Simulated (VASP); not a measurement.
# Si20H11Cl2 in VASP: single point with PBE

Aim: the single point of Si20H11Cl2 with PBE.

Everything below comes from runs of VASP 6.6.1. Logs are shortened: lines on timing, memory, paths and dates and some standing lists are left out, and cuts for length are marked.

### 1 The cell of the first run

The cell holds a slab with vacuum, 33 atoms: a = 7.679 Å, b = 7.679 Å, c = 20.554 Å, α = 90.00°, β = 90.00°, γ = 90.00°.

### 2 Single point, PBE, collinear spin, zero start

INCAR

```
SYSTEM = Si20H11Cl2
ALGO     = Normal         ! electronic algorithm
EDIFF    = 1E-6           ! SCF threshold, eV
ENCUT    = 400            ! plane-wave cutoff, eV
GGA      = PE             ! functional
GGA_COMPAT= .FALSE.      
ISIF     = 2              ! what is computed and relaxed
ISMEAR   = 0              ! smearing method
ISPIN    = 2              ! spin polarisation
LASPH    = .TRUE.         ! aspherical terms in the spheres
LCHARG   = .TRUE.         ! write CHGCAR
LELF     = .TRUE.         ! ELF
LORBIT   = 11             ! projections on sites
LREAL    = Auto         
LVHAR    = .TRUE.       
LWAVE    = .FALSE.        ! write WAVECAR
MAGMOM   = 0 0 0 0 0 0 0 0 0 0 0 0 0 0 0 0 0 0 0 0 0 0 0 0 0 0 0 0 0 0 0 0 0 ! initial moments
NBANDS   = 78             ! bands
NELM     = 200            ! most SCF steps
NELMDL   = -8           
PREC     = Accurate       ! precision mode
SIGMA    = 0.02           ! smearing width, eV
```

KPOINTS

```
k-points
0
G
  2 2 1
  0 0 0
```

POSCAR

```
Si20H11Cl2
1.0
    7.6791800000      0.0000000000      0.0000000000
    0.0000000000      7.6791800000      0.0000000000
    0.0000000000      0.0000000000     20.5543620000
H Si Cl
11 20 2
Direct
    0.4093920184      0.0000000000      0.0486514736
    0.0906079816      0.0000000000      0.0486514736
    0.9093920184      0.0000000000      0.0486514736
    0.5906079816      0.0000000000      0.0486514736
    0.4093920184      0.5000000000      0.0486514736
    0.0906079816      0.5000000000      0.0486514736
    0.9093920184      0.5000000000      0.0486514736
    0.5906079816      0.5000000000      0.0486514736
    0.7400738100      0.0185228110      0.4188791654
    0.2870712758      0.4578177618      0.4215660403
    0.7088721712      0.4543633565      0.4221061203
    0.2500000000      0.0000000000      0.0907593240
    0.7500000000      0.0000000000      0.0907593240
    0.2500000000      0.5000000000      0.0907593240
    0.7500000000      0.5000000000      0.0907593240
    0.2482443438      0.2510790215      0.1548248493
    0.7524078092      0.2509866939      0.1551084388
    0.2501084751      0.7492553892      0.1594140942
    0.7494274128      0.7496969729      0.1593514797
    0.0009787503      0.2521184554      0.2206803111
    0.4997437226      0.2470442157      0.2176744284
   -0.0004070747      0.7486027154      0.2273751917
    0.4998214653      0.7466242489      0.2277456240
   -0.0003690498      0.0141012452      0.2939764805
    0.5010713383      0.0077651520      0.2888924015
   -0.0039605791      0.5250817145      0.3142406463
    0.4992040817      0.4840531150      0.2886860220
    0.2563832336      0.0927703218      0.3499554498
    0.7450716092      0.0873840697      0.3508411499
    0.2587242388      0.4032362830      0.3523536269
    0.7366796976      0.3970334072      0.3531604630
    0.2791096185      1.0164749361      0.4472585430
    0.9865518193      0.7222418279      0.3926002666
```

Potentials or basis: VASP PAW PBE potentials, release 64 (H, Si, Cl).

Started as:

```sh
cat potpaw_PBE.64/H/POTCAR potpaw_PBE.64/Si/POTCAR potpaw_PBE.64/Cl/POTCAR > POTCAR
mpirun -np 1 vasp_std > vasp.out
```

OUTCAR:

```text
SYSTEM = Si20H11Cl2
   EDIFF = 1E-6
   ENCUT = 400
   GGA = PE
   ISIF = 2
   ISMEAR = 0
   ISPIN = 2
   LASPH = .TRUE.
   LORBIT = 11
   LREAL = Auto
   NELM = 200
   NELMDL = -8
   PREC = Accurate

 ion  position               nearest neighbor table
   1  0.409  0.000  0.049-  12 1.50
   2  0.091  0.000  0.049-  12 1.50
   3  0.909  0.000  0.049-  13 1.50
   4  0.591  0.000  0.049-  13 1.50
   5  0.409  0.500  0.049-  14 1.50
   6  0.091  0.500  0.049-  14 1.50
   7  0.909  0.500  0.049-  15 1.50
   8  0.591  0.500  0.049-  15 1.50
   9  0.740  0.019  0.419-  29 1.50
  10  0.287  0.458  0.422-  30 1.50
  11  0.709  0.454  0.422-  31 1.50
  12  0.250  0.000  0.091-   1 1.50   2 1.50  16 2.33  18 2.39
  13  0.750  0.000  0.091-   3 1.50   4 1.50  17 2.34  19 2.38
  14  0.250  0.500  0.091-   5 1.50   6 1.50  16 2.32  18 2.38
  15  0.750  0.500  0.091-   7 1.50   8 1.50  17 2.33  19 2.38
  16  0.248  0.251  0.155-  14 2.32  21 2.32  20 2.33  12 2.33
  17  0.752  0.251  0.155-  15 2.33  21 2.33  20 2.34  13 2.34
  18  0.250  0.749  0.159-  23 2.38  22 2.38  14 2.38  12 2.39
  19  0.749  0.750  0.159-  22 2.38  23 2.38  15 2.38  13 2.38
  20  0.001  0.252  0.221-  16 2.33  17 2.34  24 2.37  26 2.84
  21  0.500  0.247  0.218-  16 2.32  17 2.33  27 2.33  25 2.35
  22  1.000  0.749  0.227-  19 2.38  18 2.38  24 2.46  26 2.48
  23  0.500  0.747  0.228-  25 2.37  27 2.37  18 2.38  19 2.38
  24  1.000  0.014  0.294-  29 2.35  28 2.36  20 2.37  22 2.46
  25  0.501  0.008  0.289-  29 2.35  21 2.35  28 2.35  23 2.37
  26  0.996  0.525  0.314-  33 2.21  30 2.36  31 2.36  22 2.48  20 2.84
  27  0.499  0.484  0.289-  21 2.33  30 2.35  31 2.35  23 2.37
  28  0.256  0.093  0.350-  32 2.09  25 2.35  24 2.36  30 2.38
  29  0.745  0.087  0.351-   9 1.50  24 2.35  25 2.35  31 2.38
  30  0.259  0.403  0.352-  10 1.50  27 2.35  26 2.36  28 2.38
  31  0.737  0.397  0.353-  11 1.50  27 2.35  26 2.36  29 2.38
  32  0.279  0.016  0.447-  28 2.09
  33  0.987  0.722  0.393-  26 2.21

  LATTYP: Found a simple tetragonal cell.
 ALAT       =     7.6791800000
 C/A-ratio  =     2.6766350053

  Lattice vectors:

 A1 = (   7.6791800000,   0.0000000000,   0.0000000000)
 A2 = (   0.0000000000,   7.6791800000,   0.0000000000)
 A3 = (   0.0000000000,   0.0000000000,  20.5543620000)

Analysis of symmetry for initial positions (statically):
=====================================================================
 Subroutine PRICEL returns:
 Original cell was already a primitive cell.

 Routine SETGRP: Setting up the symmetry group for a
 simple tetragonal supercell.

 Subroutine GETGRP returns: Found  1 space group operations
 (whereof  1 operations were pure point group operations)
 out of a pool of 16 trial point group operations.

The static configuration has the point symmetry C_1 .

Analysis of symmetry for dynamics (positions and initial velocities):
=====================================================================
 Subroutine PRICEL returns:
 Original cell was already a primitive cell.

 Routine SETGRP: Setting up the symmetry group for a
 simple tetragonal supercell.

 Subroutine GETGRP returns: Found  1 space group operations
 (whereof  1 operations were pure point group operations)
 out of a pool of 16 trial point group operations.

The dynamic configuration has the point symmetry C_1 .

Analysis of structural, dynamic, and magnetic symmetry:
=====================================================================
 Subroutine PRICEL returns:
 Original cell was already a primitive cell.

 Routine SETGRP: Setting up the symmetry group for a
 simple tetragonal supercell.

 Subroutine GETGRP returns: Found  1 space group operations
 (whereof  1 operations were pure point group operations)
 out of a pool of 16 trial point group operations.

The overall configuration has the point symmetry C_1 .

 Subroutine INISYM returns: Found  1 space group operations
 (whereof  1 operations are pure point group operations),
 and found     1 'primitive' translations

----------------------------------------------------------------------------------------

                                     Primitive cell
[... 116 lines left out ...]
   total plane-waves  NPLWV = 350000
   dimension x,y,z NGX =    50 NGY =   50 NGZ =  140
   dimension x,y,z NGXF=   100 NGYF=  100 NGZF=  280
   ions per type =              11  20   2
   NGX,Y,Z   is equivalent  to a cutoff of  10.82, 10.82, 11.32 a.u.
   NGXF,Y,Z  is equivalent  to a cutoff of  21.65, 21.65, 22.65 a.u.
 SYSTEM =  Si20H11Cl2
   PREC   = accura    normal or accurate (medium, high low for compatibility)
   ISTART =      0    job   : 0-new  1-cont  2-samecut
   ICHARG =      2    charge: 1-file 2-atom 10-const
   ISPIN  =      2    spin polarized calculation?
   LNONCOLLINEAR =      F non collinear calculations
   LSORBIT =      F    spin-orbit coupling
   LASPH  =      T    aspherical Exc in radial PAW
   ENCUT  =  400.0 eV  29.40 Ry    5.42 a.u.  12.52 12.52 33.52*2*pi/ulx,y,z
   NELM   =    200;   NELMIN=  2; NELMDL= -8     # of ELM steps
   EDIFF  = 0.1E-05   stopping-criterion for ELM
   LREAL  =      T    real-space projection
   EDIFFG = 0.1E-04   stopping-criterion for IOM
   NSW    =      0    number of steps for IOM
   IBRION =     -1    ionic relax: 0-MD 1-quasi-New 2-CG
   NFREE  =      0    steps in history (QN), initial steepest desc. (CG)
   ISIF   =      2    stress and relaxation
   ISYM   =      2    0-nonsym 1-usesym 2-fastsym
   POTIM  = 0.5000    time-step for ionic-motion
   TEBEG  =    0.0;   TEEND  =   0.0 temperature during run
   PSTRESS=    0.0 pullay stress
   NELECT =     105.0000    total number of electrons
   NUPDOWN=      -1.0000    fix difference up-down
   EMIN   =  10.00;   EMAX   =-10.00  energy-range for DOS
   EFERMI =   0.00;   METHOD = LEGACY
   ISMEAR =     0;   SIGMA  =   0.02  broadening in eV -4-tet -1-fermi 0-gaus
   EFERMI_NEDOS =   21; number of points for ismear=-14 and -15
   IALGO  =     38    algorithm
   IMIX   =      4    mixing-type and parameters
     AMIX     =   0.40;   BMIX     =  1.00
     AMIX_MAG =   1.60;   BMIX_MAG =  1.00
  volume/ion in A,a.u.               =      36.73       247.87
  Fermi-wavevector in a.u.,A,eV,Ry     =   0.724369  1.368859  7.139125  0.524711
  Thomas-Fermi vector in A             =   1.814821
   LORBIT       =     11    0 simple, 1 ext, 2 COOP (PROOUT), +10 PAW based schemes
   GGA     = PE    functional components
   LHFCALC =     F    Hartree Fock is set to
   AEXX    =    0.0000 exact exchange contribution
   IVDW    =     0    specifies the selected vdW correction
   LEPSILON=     F    determine dielectric tensor
   LRPA    =     F    only Hartree local field effects (RPA)
 spin polarized calculation
 Gauss-broadening in eV      SIGMA  =   0.02
  energy-cutoff  :      400.00
  volume of cell :     1212.09
 maximum number of plane-waves:     22027
   NGX = 25   NGY = 25   NGZ = 67

 number of electron     104.9999988 magnetization       0.0000000

 number of electron     104.9999988 magnetization      -0.0000000

 Free energy of the ion-electron system (eV)
  ---------------------------------------------------
  ext. energy  EPLUGINS =         0.00000000
  ---------------------------------------------------
  free energy    TOTEN  =      -147.56675605 eV

  energy without entropy =     -147.56675605  energy(sigma->0) =     -147.56675605

 E-fermi :  -1.1996     XC(G=0):  -4.4293

 val. band max:       -1.3090214494   @ k =   0.0000   0.5000   0.0000
 cond. band min:      -0.9945553137   @ k =   0.0000   0.0000   0.0000
 fundamental gap:      0.3144661357
 Fermi energy:        -1.1995831062

 spin component 1

 k-point     1 :       0.0000    0.0000    0.0000
  band No.  band energies     occupation
      1     -16.6736      1.00000
      2     -16.3384      1.00000
      3     -12.3701      1.00000
      4     -11.3740      1.00000
      5     -10.6272      1.00000
      6     -10.5943      1.00000
[... 257 lines left out ...]
     63       2.4269      0.00000
     64       2.4408      0.00000
 Fermi energy:        -1.1995831062

 spin component 2

 k-point     1 :       0.0000    0.0000    0.0000
  band No.  band energies     occupation
      1     -16.6736      1.00000
      2     -16.3384      1.00000
      3     -12.3701      1.00000
      4     -11.3740      1.00000
      5     -10.6272      1.00000
      6     -10.5943      1.00000
[... 257 lines left out ...]
     63       2.4269      0.00000
     64       2.4408      0.00000
 [bands above 64 left out]

------------------------ aborting loop because EDIFF is reached ----------------------------------------

  FORCE on cell =-STRESS in cart. coord.  units (eV):
  Direction    XX          YY          ZZ          XY          YZ          ZX
  --------------------------------------------------------------------------------------
  -------------------------------------------------------------------------------------
  Total       17.4816951     -0.8082090     -0.7737783      0.4038390      0.0042138     -0.0313291
  in kB       23.1078973     -1.0683180     -1.0228064      0.5338081      0.0055699     -0.0414118
  external PRESSURE =       7.0055910 kB  Pullay stress =       0.0000000 kB

 VOLUME and BASIS-vectors are now :
 -----------------------------------------------------------------------------
  energy-cutoff  :      400.00
  volume of cell :     1212.09
      direct lattice vectors                 reciprocal lattice vectors
     7.679180000  0.000000000  0.000000000     0.130222237  0.000000000  0.000000000
     0.000000000  7.679180000  0.000000000     0.000000000  0.130222237  0.000000000
     0.000000000  0.000000000 20.554362000     0.000000000  0.000000000  0.048651474

 POSITION                                       TOTAL-FORCE (eV/Angst)
 -----------------------------------------------------------------------------------
      3.14379      0.00000      1.00000        -0.598790     -0.033895     -0.003937
      0.69580      0.00000      1.00000         0.636744     -0.093309     -0.016482
      6.98338      0.00000      1.00000        -0.635301     -0.091701     -0.014296
      4.53539      0.00000      1.00000         0.599755     -0.023943     -0.005497
      3.14379      3.83959      1.00000        -0.628067      0.058694     -0.000891
      0.69580      3.83959      1.00000         0.629911      0.076359     -0.009601
[... 25 lines left out ...]
      2.14333      0.12651      9.19311        -0.009492      0.001619     -0.045154
      7.57591      5.54622      8.06965         0.009938     -0.016462     -0.007168
 -----------------------------------------------------------------------------------
    total drift:                               -0.001658     -0.002332     -0.001232

  FREE ENERGIE OF THE ION-ELECTRON SYSTEM (eV)
  ---------------------------------------------------
  free  energy   TOTEN  =      -147.5667560531 eV

  energy  without entropy=     -147.5667560531  energy(sigma->0) =     -147.56675605

 total charge

# of ion       s       p       d       tot
------------------------------------------
    1        0.569   0.018   0.000   0.587
    2        0.570   0.018   0.000   0.587
    3        0.570   0.018   0.000   0.587
    4        0.569   0.018   0.000   0.587
    5        0.569   0.018   0.000   0.587
    6        0.570   0.018   0.000   0.587
[... 25 lines left out ...]
   32        1.604   3.520   0.000   5.125
   33        1.611   3.503   0.000   5.113
--------------------------------------------------
tot         24.402  26.070   0.000  50.472

 magnetization (x)

# of ion       s       p       d       tot
------------------------------------------
    1        0.000   0.000   0.000   0.000
    2        0.000  -0.000   0.000   0.000
    3        0.000   0.000   0.000   0.000
    4        0.000  -0.000   0.000   0.000
    5        0.000  -0.000   0.000   0.000
    6       -0.000  -0.000   0.000  -0.000
[... 25 lines left out ...]
   32        0.000   0.000   0.000   0.000
   33        0.000  -0.000   0.000  -0.000
--------------------------------------------------
tot          0.000  -0.000   0.000  -0.000
```

It took 26 min on 1 thread of AMD EPYC 7R13 (Zen 3), shared host; peak memory 1.1 GiB.

Results:

```
Free energy                                           : -147.5668 eV
Largest force                                         : 0.644 eV/Å
Net moment                                            : 0.00 μB per cell
Valence electrons inside the program's atomic spheres : H 0.59, 0.57 (each value once); Si 1.74, 1.75, 1.72, 1.68, 1.66, 1.71, 1.64, 1.67, 1.70, 1.59, 1.63 (each value once); Cl 5.12, 5.11
```

Forces in eV/Å, atoms in the order of the input:
```
H   -0.599 -0.034 -0.004
H    0.637 -0.093 -0.016
H   -0.635 -0.092 -0.014
H    0.600 -0.024 -0.005
H   -0.628  0.059 -0.001
H    0.630  0.076 -0.010
H   -0.631  0.079 -0.012
H    0.626  0.045  0.004
H    0.000  0.004 -0.003
H   -0.003  0.005  0.005
H    0.000  0.002 -0.003
Si  -0.150 -0.244  0.081
Si   0.139 -0.214  0.082
Si  -0.014  0.231 -0.065
Si   0.029  0.221 -0.030
Si   0.005  0.000  0.001
Si  -0.007 -0.003  0.002
Si   0.000  0.002 -0.006
Si   0.001 -0.009 -0.008
Si  -0.003  0.000 -0.009
Si   0.009  0.001 -0.004
Si   0.000 -0.005  0.009
Si   0.001  0.004  0.008
Si  -0.003 -0.009 -0.002
Si  -0.004 -0.005  0.003
Si   0.001  0.013  0.020
Si   0.000 -0.009  0.005
Si   0.013 -0.006  0.032
Si  -0.008  0.006 -0.003
Si  -0.004  0.017  0.000
Si  -0.001 -0.004 -0.005
Cl  -0.009  0.002 -0.045
Cl   0.010 -0.016 -0.007
```

Caveat: the k points lie up to 0.41 Å⁻¹ apart; there is no dipole correction, which matters where the two faces differ; no moment was typed at the start, so none could form.
